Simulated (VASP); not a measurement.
# TaN in VASP: notebook, part 2 of 2

VASP 6.6.1.

## Step 5: Single point, PBE (atoms moved at random)

The input, INCAR:

```
SYSTEM = TaN
ALGO = Normal
EDIFF = 1E-7
ENCUT = 520
GGA = PE
ISIF = 2
ISMEAR = -1
LASPH = .TRUE.
LCHARG = .FALSE.
LREAL = .FALSE.
LWAVE = .FALSE.
NBANDS = 15
NELM = 100
PREC = Accurate
SIGMA = 0.05
```

The input, KPOINTS:

```
k-points
0
G
  10 10 9
  0 0 0
```

The input, POSCAR:

```
TaN
1.0
    2.9380011100      0.0000000000      0.0000000000
   -1.4690005500      2.5443836000      0.0000000000
    0.0000000000      0.0000000000      2.8830022100
Ta N
1 1
Direct
    0.3447780000      0.6749950000      0.4832640000
   -0.0141120000      0.0054730000      0.0058730000
```

Potentials or basis: VASP PAW PBE potentials, release 64 (Ta_pv, N).

The run is started by

```console
$ cat potpaw_PBE.64/Ta_pv/POTCAR potpaw_PBE.64/N/POTCAR > POTCAR
$ mpirun -np 1 vasp_std > vasp.out
```

OUTCAR:

```text
SYSTEM = TaN
   EDIFF = 1E-7
   ENCUT = 520
   GGA = PE
   ISIF = 2
   ISMEAR = -1
   LASPH = .TRUE.
   LREAL = .FALSE.
   NELM = 100
   PREC = Accurate

 ion  position               nearest neighbor table
   1  0.345  0.675  0.483-   2 2.13   2 2.19   2 2.22   2 2.23   2 2.28   2 2.31
   2  0.986  0.005  0.006-   1 2.13   1 2.19   1 2.22   1 2.23   1 2.28   1 2.31

  LATTYP: Found a hexagonal cell.
 ALAT       =     2.9380011100
 C/A-ratio  =     0.9812801636

  Lattice vectors:

 A1 = (   2.9380011100,   0.0000000000,   0.0000000000)
 A2 = (  -1.4690005500,   2.5443836000,   0.0000000000)
 A3 = (   0.0000000000,   0.0000000000,   2.8830022100)

Analysis of symmetry for initial positions (statically):
=====================================================================
 Subroutine PRICEL returns:
 Original cell was already a primitive cell.

 Routine SETGRP: Setting up the symmetry group for a
 hexagonal supercell.

 Subroutine GETGRP returns: Found  1 space group operations
 (whereof  1 operations were pure point group operations)
 out of a pool of 24 trial point group operations.

The static configuration has the point symmetry C_1 .

Analysis of symmetry for dynamics (positions and initial velocities):
=====================================================================
 Subroutine PRICEL returns:
 Original cell was already a primitive cell.

 Routine SETGRP: Setting up the symmetry group for a
 hexagonal supercell.

 Subroutine GETGRP returns: Found  1 space group operations
 (whereof  1 operations were pure point group operations)
 out of a pool of 24 trial point group operations.

The dynamic configuration has the point symmetry C_1 .

 Subroutine INISYM returns: Found  1 space group operations
 (whereof  1 operations are pure point group operations),
 and found     1 'primitive' translations

----------------------------------------------------------------------------------------

                                     Primitive cell

[... 114 lines left out ...]
   LORBIT       =      0    0 simple, 1 ext, 2 COOP (PROOUT), +10 PAW based schemes
   GGA     = PE    functional components
   LHFCALC =     F    Hartree Fock is set to
   AEXX    =    0.0000 exact exchange contribution
   IVDW    =     0    specifies the selected vdW correction
   LEPSILON=     F    determine dielectric tensor
   LRPA    =     F    only Hartree local field effects (RPA)
 non-spin polarized calculation
  energy-cutoff  :      520.00
  volume of cell :       21.55
 maximum number of plane-waves:       599
 NGX is ok and might be reduce to    24
   NGX = 11   NGY = 11   NGZ = 11

 number of electron      16.0000000 magnetization

 Free energy of the ion-electron system (eV)
  ---------------------------------------------------
  ext. energy  EPLUGINS =         0.00000000
  ---------------------------------------------------
  free energy    TOTEN  =       -22.37594823 eV

  energy without entropy =      -22.37554500  energy(sigma->0) =      -22.37574661

 E-fermi :   8.2896     XC(G=0): -13.3418

 val. band max:        8.2211392725   @ k =   0.0000   0.0000   0.4444
 cond. band min:       8.3454664022   @ k =   0.0000   0.0000   0.3333
 fundamental gap:      0.1243271297
 Fermi energy:         8.2895595816

 k-point     1 :       0.0000    0.0000    0.0000
  band No.  band energies     occupation
      1     -26.5879      2.00000
      2     -26.3272      2.00000
      3     -26.3203      2.00000
      4      -9.5275      2.00000
      5       3.5441      2.00000
      6       3.6635      2.00000
      7       4.0038      2.00000
      8       5.5130      2.00000
      9      10.3227      0.00000
     10      11.5248      0.00000
     11      12.0623      0.00000
     12      12.3215      0.00000
     13      12.4994      0.00000
     14      21.2624      0.00000
[... 401 lines left out ...]
      2     -26.5088      2.00000
      3     -26.4794      2.00000
      4      -8.3029      2.00000
      5       1.3210      2.00000
      6       3.8543      2.00000
      7       4.2371      2.00000
      8       5.4112      2.00000
      9      10.0043      0.00000
     10      11.4948      0.00000
     11      12.4475      0.00000
     12      13.7168      0.00000
     13      14.0162      0.00000
     14      21.5831      0.00000
     15      21.7750      0.00000

 [... further k-points ...]
[... 5 lines left out ...]
  --------------------------------------------------------------------------------------
  -------------------------------------------------------------------------------------
  Total        0.8965403      0.7968537      1.1388060      0.1665104     -0.0415566     -0.2315452
  in kB       66.6501082     59.2392625     84.6604972     12.3786232     -3.0893804    -17.2134066
  external PRESSURE =      70.1832893 kB  Pullay stress =       0.0000000 kB

 VOLUME and BASIS-vectors are now :
 -----------------------------------------------------------------------------
  energy-cutoff  :      520.00
  volume of cell :       21.55
      direct lattice vectors                 reciprocal lattice vectors
     2.938001110  0.000000000  0.000000000     0.340367468  0.196511249  0.000000000
    -1.469000550  2.544383600  0.000000000     0.000000000  0.393022499  0.000000000
     0.000000000  0.000000000  2.883002210     0.000000000  0.000000000  0.346860643

 POSITION                                       TOTAL-FORCE (eV/Angst)
 -----------------------------------------------------------------------------------
      0.02139      1.71745      1.39325        -0.959553     -0.135608      0.958329
      2.88850      0.01393      0.01693         0.959553      0.135608     -0.958329
 -----------------------------------------------------------------------------------
    total drift:                               -0.000073     -0.000084      0.000119

  FREE ENERGIE OF THE ION-ELECTRON SYSTEM (eV)
  ---------------------------------------------------
  free  energy   TOTEN  =       -22.3759482330 eV

  energy  without entropy=      -22.3755449952  energy(sigma->0) =      -22.37574661
```

OSZICAR:

```text
N       E                     dE             d eps       ncg     rms          rms(c)
DAV:   1     0.913608540507E+02    0.91361E+02   -0.87702E+03 13560   0.113E+03
DAV:   2    -0.220836339943E+02   -0.11344E+03   -0.10697E+03 16367   0.307E+02
DAV:   3    -0.249163996538E+02   -0.28328E+01   -0.28206E+01 15492   0.454E+01
DAV:   4    -0.249280286816E+02   -0.11629E-01   -0.11626E-01 17592   0.316E+00
DAV:   5    -0.249281003440E+02   -0.71662E-04   -0.71657E-04 15772   0.230E-01    0.237E+01
DAV:   6    -0.224591572664E+02    0.24689E+01   -0.40710E+00 17771   0.238E+01    0.997E+00
DAV:   7    -0.224039157285E+02    0.55242E-01   -0.59674E-01 15261   0.621E+00    0.702E+00
DAV:   8    -0.223847243524E+02    0.19191E-01   -0.15815E-01 16885   0.338E+00    0.168E+00
DAV:   9    -0.223759449837E+02    0.87794E-02   -0.17321E-02 14897   0.111E+00    0.185E-01
DAV:  10    -0.223760176405E+02   -0.72657E-04   -0.12447E-03 16626   0.391E-01    0.982E-02
DAV:  11    -0.223759490294E+02    0.68611E-04   -0.88040E-05 16052   0.990E-02    0.143E-02
DAV:  12    -0.223759485421E+02    0.48735E-06   -0.11508E-05 15296   0.308E-02    0.353E-03
DAV:  13    -0.223759483454E+02    0.19670E-06   -0.10139E-07 13100   0.321E-03    0.279E-03
DAV:  14    -0.223759482428E+02    0.10259E-06   -0.21716E-08  7536   0.158E-03    0.306E-04
DAV:  15    -0.223759482330E+02    0.98223E-08   -0.22071E-09  6941   0.484E-04
   1 F= -.22375948E+02 E0= -.22375747E+02  d E =-.403238E-03
```

stdout:

```text
POSCAR found type information on POSCAR TaN
 POSCAR found :  2 types and       2 ions
 scaLAPACK will be used
 LDA part: xc-table for (Slater+PW92), standard interpolation
 POSCAR, INCAR and KPOINTS ok, starting setup
 FFT: planning ... GRIDC
 FFT: planning ... GRID_SOFT
 FFT: planning ... GRID
 WAVECAR not read
 entering main loop
```

It took 1.7 min on 1 thread of Intel Xeon Platinum 8259CL at 2.50GHz (Skylake/Cascade Lake), shared host; peak memory 0.26 GiB.

What came out:

* Free energy: -22.3759 eV
* Pressure: 7.0 GPa
* Largest force: 1.363 eV/Å
* Band gap on the k mesh: zero (band 8 reaches 8.35 eV, above the bottom of band 9 at 8.22 eV)

Forces in eV/Å, atoms in the order of the input:
```
Ta  -0.960 -0.136  0.958
N    0.960  0.136 -0.958
```

Caveat: the cell differs from its parent crystal (atoms moved at random); spin-orbit coupling is left out, which moves the levels of the heavy elements; forces of over 1 eV/Å act on the atoms, so gaps and moduli don't describe the material at rest.

## Step 6: Single point, PBE

This run uses another cell than the first one, of 10.92 Å³/atom, 0.994 times its volume.

The input, INCAR:

```
PREC     = Accurate       # precision mode
ENCUT    = 520            # plane-wave cutoff, eV
EDIFF    = 1E-6           # SCF threshold, eV
ISMEAR   = -1             # smearing method
SIGMA    = 0.05           # smearing width, eV
LREAL    = False          # projectors in reciprocal space
LASPH    = True           # aspherical terms in the spheres
NELM     = 80             # most SCF steps
ALGO     = Normal         # electronic algorithm
ISIF     = 2              # what is computed and relaxed
LWAVE    = False          # write WAVECAR
LCHARG   = False          # write CHGCAR
GGA      = PE             # functional
NBANDS   = 15             # bands
```

The input, KPOINTS:

```
regular mesh
0
Gamma
  10 10 9
```

The input, POSCAR:

```
TaN
1.0
    2.9503299711     -0.0000000029      0.0000000000
   -1.4751649830      2.5550607059      0.0000000000
    0.0000000000      0.0000000000      2.8974938271
Ta N
1 1
Direct
    0.3333333333      0.6666666667      0.5000000000
    0.0000000000      0.0000000000      0.0000000000
```

Potentials or basis: VASP PAW PBE potentials, release 64 (Ta_pv, N).

The run is started by

```console
$ cat potpaw_PBE.64/Ta_pv/POTCAR potpaw_PBE.64/N/POTCAR > POTCAR
$ mpirun -np 1 vasp_std > vasp.out
```

Wall time 13 s (1 thread of Intel Xeon Platinum 8259CL at 2.50GHz (Skylake/Cascade Lake), shared host); peak memory 0.15 GiB.

The run converged. Its results:

- Free energy: -22.4467 eV
- Pressure: 0.7 GPa
- Band gap on the k mesh: zero (band 8 reaches 8.34 eV, above the bottom of band 9 at 8.05 eV)

Stress tensor (GPa, compression positive):
```
0.60 0.00 0.00
0.00 0.60 0.00
0.00 0.00 0.77
```

Levels at points of the mesh, in eV from the Fermi level:
```
           k point  band 6  band 7  band 8  band 9  band 10  band 11
(0.00, 0.00, 0.00)   -4.56   -4.21   -2.98    2.05     3.46     3.46
(0.50, 0.00, 0.00)   -5.19   -3.48   -3.22    2.90     3.88     5.08
```

Caveat: spin-orbit coupling is left out, which moves the levels of the heavy elements.

## Step 7: Overview

| cell | gap on the mesh (eV) | pressure (GPa) |
| --- | --- | --- |
| a = 2.957, b = 2.957, c = 2.902 Å, angles 90.0, 90.0, 120.0°, 2 atoms | none | -1.5 |
| a = 2.977, b = 2.977, c = 2.921 Å, angles 90.0, 90.0, 120.0°, 2 atoms | none | -7.7 |
| a = 2.996, b = 2.996, c = 2.940 Å, angles 90.0, 90.0, 120.0°, 2 atoms | none | -13.2 |
| a = 2.938, b = 2.938, c = 2.883 Å, angles 90.0, 90.0, 120.0°, 2 atoms | none | 7.0 |
| a = 2.950, b = 2.950, c = 2.897 Å, angles 90.0, 90.0, 120.0°, 2 atoms | none | 0.7 |

Alike in all rows: task single point; level PBE; potentials or basis VASP PAW PBE potentials, release 64 (Ta_pv, N); no spin polarisation; k mesh 10 × 10 × 9; cutoff (eV) 520; smearing fermi-dirac 0.05 eV.

Caveats: spin-orbit coupling is left out, which moves the levels of the heavy elements; forces of over 1 eV/Å act on the atoms, so gaps and moduli don't describe the material at rest (some runs).

Absolute energies hang on the potentials; compare differences alone.
